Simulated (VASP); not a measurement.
Input of a VASP 6.6.1 run:

The input INCAR:

```
SYSTEM = AlSn
PREC = Accurate
ENCUT = 520
EDIFF = 1E-6
ISMEAR = -1
SIGMA = 0.05
LREAL = .False.
LASPH = .True.
NELM = 60
ALGO = Normal
ISIF = 2
LWAVE = .False.
LCHARG = .False.
GGA = PS
IVDW = 12
NBANDS = 16
```

Contents of KPOINTS:

```
Automatic mesh
0
Gamma
  7 7 8
  0 0 0
```

File POSCAR:

```
AlSn
1.0
    4.0798153119      0.0000000000      0.0000000000
   -2.0399076559      3.5332237029      0.0000000000
    0.0000000000      0.0000000000      3.2533445166
Sn Al
1 1
Direct
    0.3333333333      0.6666666667      0.5000000000
    0.0000000000      0.0000000000      0.0000000000
```

Potentials or basis: VASP PAW PBE potentials, release 64 (Sn_d, Al).

Launch:

```bash
$ cat potpaw_PBE.64/Sn_d/POTCAR potpaw_PBE.64/Al/POTCAR > POTCAR
$ mpirun -np 1 vasp_std > vasp.out
```

**Question.** Predict the dispersion energy per atom.

**Answer.** -0.328 eV.

**Question.** What does it give for the pressure?

**Answer.** -0.1 GPa.

Caveat: the PAW data sets were made with another functional, which shifts forces and pressure a little; pairwise dispersion overbinds metals, which lowers pressure and volume.
